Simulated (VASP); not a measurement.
# Au (Fm-3m) in VASP: notebook, part 2 of 2

VASP 6.6.1. Earlier steps stand in the parts before.

### 4 Single point, PBE (volume scaled by 0.97)

Contents of INCAR:

```
SYSTEM = Au
ALGO     = Normal         ! electronic algorithm
EDIFF    = 1E-6           ! SCF threshold, eV
ENCUT    = 500            ! plane-wave cutoff, eV
GGA      = PE             ! functional
GGA_COMPAT= .False.      
ISIF     = 2              ! what is computed and relaxed
ISMEAR   = 1              ! smearing method
LASPH    = .True.         ! aspherical terms in the spheres
LCHARG   = .False.        ! write CHGCAR
LREAL    = .False.        ! projectors in reciprocal space
LWAVE    = .False.        ! write WAVECAR
NBANDS   = 12             ! bands
NELM     = 120            ! most SCF steps
PREC     = Accurate       ! precision mode
SIGMA    = 0.2            ! smearing width, eV
```

Contents of KPOINTS:

```
k-points
0
Gamma
  18 18 18
  0 0 0
```

Contents of POSCAR:

```
Au
1.0
    0.0000000000      2.0578576871      2.0578576871
    2.0578576871      0.0000000000      2.0578576871
    2.0578576871      2.0578576871      0.0000000000
Au
1
Direct
    0.0000000000      0.0000000000      0.0000000000
```

Potentials or basis: VASP PAW PBE potentials, release 64 (Au).

Command:

```console
> cat potpaw_PBE.64/Au/POTCAR > POTCAR
> mpirun -np 1 vasp_std > vasp.out
```

OUTCAR:

```text
SYSTEM = Au
   EDIFF = 1E-6
   ENCUT = 500
   GGA = PE
   ISIF = 2
   ISMEAR = 1
   LASPH = .True.
   LREAL = .False.
   NELM = 120
   PREC = Accurate

 ion  position               nearest neighbor table
   1  0.000  0.000  0.000-

  LATTYP: Found a face centered cubic cell.
 ALAT       =     4.1157153742

  Lattice vectors:

 A1 = (   0.0000000000,   2.0578576871,   2.0578576871)
 A2 = (   2.0578576871,   0.0000000000,   2.0578576871)
 A3 = (   2.0578576871,   2.0578576871,   0.0000000000)

Analysis of symmetry for initial positions (statically):
=====================================================================
 Subroutine PRICEL returns:
 Original cell was already a primitive cell.

 Routine SETGRP: Setting up the symmetry group for a
 face centered cubic supercell.

 Subroutine GETGRP returns: Found 48 space group operations
 (whereof 48 operations were pure point group operations)
 out of a pool of 48 trial point group operations.

The static configuration has the point symmetry O_h .

[... 167 lines left out ...]
  band No.  band energies     occupation
      1      -0.5161      2.00000
      2       4.5318      2.00000
      3       4.5318      2.00000
      4       4.5318      2.00000
      5       5.9875      2.00000
      6       5.9875      2.00000
      7      23.6547      0.00000
      8      27.5253      0.00000
      9      27.5253      0.00000
     10      27.5253      0.00000
     11      32.3577      0.00000
     12      36.7537      0.00000
[... 331 lines left out ...]
 k-point    24 :      -0.2222    0.0556    0.0000
  band No.  band energies     occupation
      1       1.2477      2.00000
      2       4.2822      2.00000
      3       4.8272      2.00000
      4       4.8623      2.00000
      5       5.8998      2.00000
      6       6.3629      2.00000
      7      20.5431      0.00000
      8      24.6674      0.00000
      9      27.4261      0.00000
     10      29.7665      0.00000
     11      30.2566      0.00000
     12      31.7304      0.00000

 [... further k-points ...]

------------------------ aborting loop because EDIFF is reached ----------------------------------------

  FORCE on cell =-STRESS in cart. coord.  units (eV):
  Direction    XX          YY          ZZ          XY          YZ          ZX
  --------------------------------------------------------------------------------------
  -------------------------------------------------------------------------------------
  Total        0.4848124      0.4848124      0.4848124     -0.0000000     -0.0000000     -0.0000000
  in kB       44.5664732     44.5664732     44.5664732     -0.0000000     -0.0000000     -0.0000000
  external PRESSURE =      44.5664732 kB  Pullay stress =       0.0000000 kB

 VOLUME and BASIS-vectors are now :
 -----------------------------------------------------------------------------
  energy-cutoff  :      500.00
  volume of cell :       17.43
      direct lattice vectors                 reciprocal lattice vectors
     0.000000000  2.057857687  2.057857687    -0.242971126  0.242971126  0.242971126
     2.057857687  0.000000000  2.057857687     0.242971126 -0.242971126  0.242971126
     2.057857687  2.057857687  0.000000000     0.242971126  0.242971126 -0.242971126

 POSITION                                       TOTAL-FORCE (eV/Angst)
 -----------------------------------------------------------------------------------
      0.00000      0.00000      0.00000         0.000000     -0.000000      0.000000
 -----------------------------------------------------------------------------------
    total drift:                               -0.000000     -0.000000     -0.000000

  FREE ENERGIE OF THE ION-ELECTRON SYSTEM (eV)
  ---------------------------------------------------
  free  energy   TOTEN  =        -3.2143825032 eV

  energy  without entropy=       -3.2149559518  energy(sigma->0) =       -3.21457365
```

It took 18 s on 1 thread of AMD EPYC 9R45 (Zen 5), shared host; peak memory 0.14 GiB.

Results:

```yaml
Free_energy: -3.2144 eV
Pressure: 4.5 GPa
```

Caveat: the cell differs from its parent crystal (volume scaled by 0.97); spin-orbit coupling is left out, which moves the levels of the heavy elements.

### 5 Single point, PBE

This run uses another cell than the first one, of 17.97 Å³/atom, 1.099 times its volume.

Contents of INCAR:

```
ALGO = Normal
EDIFF = 1E-6
ENCUT = 500
GGA = PE
GGA_COMPAT = False
ISIF = 2
ISMEAR = 1
LASPH = True
LCHARG = True
LELF = True
LREAL = False
LVHAR = True
LWAVE = False
NBANDS = 12
NELM = 120
PREC = Accurate
SIGMA = 0.2
```

Contents of KPOINTS:

```
k-points
0
Gamma
  18 18 18
```

Contents of POSCAR:

```
Au
1.0
    0.0000000000      2.0788576853      2.0788576853
    2.0788576853      0.0000000000      2.0788576853
    2.0788576853      2.0788576853      0.0000000000
Au
1
Direct
    0.0000000000      0.0000000000      0.0000000000
```

Command:

```console
> cat potpaw_PBE.64/Au/POTCAR > POTCAR
> mpirun -np 1 vasp_std > vasp.out
```

Run time: 19 s. Hardware: 1 thread of AMD EPYC 9R45 (Zen 5), shared host; peak memory 0.14 GiB.

The run converged. Its results:

```
Free energy : -3.2216 eV
Pressure    : -0.2 GPa
```

Levels at points of the mesh, in eV from the Fermi level:
| k point | band 3 | band 4 | band 5 | band 6 | band 7 | band 8 | band 9 | band 10 |
| --- | --- | --- | --- | --- | --- | --- | --- | --- |
| (0.00, 0.00, 0.00) | -4.36 | -4.36 | -2.98 | -2.98 | 14.64 | 18.34 | 18.34 | 18.34 |
| (0.50, 0.00, 0.00) | -4.39 | -1.88 | -1.88 | -0.65 | 2.85 | 14.08 | 16.79 | 16.79 |
| (0.50, 0.50, 0.00) | -1.93 | -1.59 | -1.59 | 1.23 | 5.42 | 9.92 | 9.92 | 16.70 |

Caveat: spin-orbit coupling is left out, which moves the levels of the heavy elements.

### 6 Single point, PBE (volume scaled by 1.03)

Contents of INCAR:

```
ALGO = Normal ; EDIFF = 1E-6
ENCUT = 500 ; GGA = PE
GGA_COMPAT = F ; ISIF = 2
ISMEAR = 1 ; LASPH = T
LCHARG = F ; LREAL = F
LWAVE = F ; NBANDS = 12
NELM = 120 ; PREC = Accurate
SIGMA = 0.2
```

KPOINTS is that of step 5.

Contents of POSCAR:

```
Au
1.0
    0.0000000000      2.0994417733      2.0994417733
    2.0994417733      0.0000000000      2.0994417733
    2.0994417733      2.0994417733      0.0000000000
Au
1
Direct
    0.0000000000      0.0000000000      0.0000000000
```

Potentials or basis: VASP PAW PBE potentials, release 64 (Au).

Command:

```console
> cat potpaw_PBE.64/Au/POTCAR > POTCAR
> mpirun -np 1 vasp_std > vasp.out
```

It took 18 s on 1 thread of AMD EPYC 9R45 (Zen 5), shared host; peak memory 0.14 GiB.

Results (log left out):

```
Free energy : -3.2146 eV
Pressure    : -4.0 GPa
```

Levels at points of the mesh, in eV from the Fermi level:
```tsv
k point	band 3	band 4	band 5	band 6	band 7	band 8	band 9	band 10
(0.00, 0.00, 0.00)	-4.20	-4.20	-2.89	-2.89	14.67	18.20	18.20	18.20
(0.50, 0.00, 0.00)	-4.23	-1.86	-1.86	-0.51	2.72	14.11	16.57	16.57
(0.50, 0.50, 0.00)	-1.90	-1.58	-1.58	1.32	5.21	9.84	9.84	16.40
```

Caveat: the cell differs from its parent crystal (volume scaled by 1.03); spin-orbit coupling is left out, which moves the levels of the heavy elements.

### 7 Summary

| cell | gap on the mesh (eV) | pressure (GPa) |
| --- | --- | --- |
| a = 2.849 Å, angles 60.0°, 1 atom | none | 17.2 |
| a = 2.880 Å, angles 60.0°, 1 atom | none | 10.2 |
| a = 2.910 Å, angles 60.0°, 1 atom | none | 4.5 |
| a = 2.940 Å, angles 60.0°, 1 atom | none | -0.2 |
| a = 2.969 Å, angles 60.0°, 1 atom | none | -4.0 |

Alike in all rows: task single point; level PBE; potentials or basis VASP PAW PBE potentials, release 64 (Au); no spin polarisation; k mesh 18 × 18 × 18; cutoff (eV) 500; smearing methfessel-paxton 0.2 eV.

Caveats: spin-orbit coupling is left out, which moves the levels of the heavy elements.

Total energies depend on the potentials used, so only differences within one code and one set of settings carry meaning.
